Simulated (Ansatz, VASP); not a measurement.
## SnSe2 in VASP and in Ansatz

The input INCAR:

```
  PREC = Accurate
  ENCUT = 500
  EDIFF = 1E-6
  ISMEAR = 0
  SIGMA = 0.03
  LREAL = F
  LASPH = T
  NELM = 120
  ALGO = Normal
  ISIF = 2
  LWAVE = F
  LCHARG = F
  GGA = PE
  IVDW = 12
  NBANDS = 20
  GGA_COMPAT = F
```

The input KPOINTS:

```
regular mesh
0
Gamma
  12 12 6
```

File POSCAR:

```
SnSe2
1.0
    3.7440000000      0.0000000000      0.0000000000
   -1.8720000000      3.2423991118      0.0000000000
    0.0000000000      0.0000000000      6.0099097605
Sn Se
1 2
Direct
    0.0000000000      0.0000000000      0.0000000000
    0.3333333333      0.6666666667      0.2651331237
    0.6666666667      0.3333333333      0.7348668763
```

Input for Ansatz:

```yaml
crystal:
  lattice:
    - [3.744, 0.0, 0.0]
    - [-1.872, 3.2423991118, 0.0]
    - [0.0, 0.0, 6.0099097605]
  atoms:
    - { symbol: Sn, position: [0.0, 0.0, 0.0] }
    - { symbol: Se, position: [0.3333333333, 0.6666666667, 0.2651331237] }
    - { symbol: Se, position: [0.6666666667, 0.3333333333, 0.7348668763] }
basis:
  ecutwfc: 420
kpoints:
  mp_grid: { grid: [12, 12, 6] }
hamiltonian:
  xc: pbe
  dispersion: d3bj
scf:
  occupations: { method: gaussian, width: 0.03 }
output:
  forces: true
  stress: true
  eigenvalues: true
```

Alike in both runs: task single point; functional PBE; dispersion D3(BJ); k mesh 12 × 12 × 6; occupations gaussian, width 0.03 eV; no spin polarisation.

|  | VASP | Ansatz |
| --- | --- | --- |
| version | VASP 6.6.1 | Ansatz 0.2.0 |
| potentials or method | VASP PAW PBE potentials, release 64 (Sn_d, Se), cutoff 500 eV | scalar-relativistic, plane waves, PAW |
| valence electrons in the cell | 26 | 46 |

Ansatz gave:

- gap on the k mesh at the Fermi level (eV): 0.47
- least direct gap on the mesh (eV): 1.23
- pressure (GPa): 3.8
- traceless stress, the component that is largest in VASP (GPa): -1.11
- rms of the force components (eV/Å): 0.134

Task: Which values does VASP return?

Result: gap on the k mesh at the Fermi level (eV): 0.46; least direct gap on the mesh (eV): 1.22; pressure (GPa): 3.9; traceless stress, the component that is largest in VASP (GPa): -1.09; rms of the force components (eV/Å): 0.142.

Atom by atom the forces differ by 0.008 eV/Å (rms over components). VASP's potentials hold 26 valence electrons a cell and Ansatz's 46, so a difference there can come from the potentials and not from the codes.
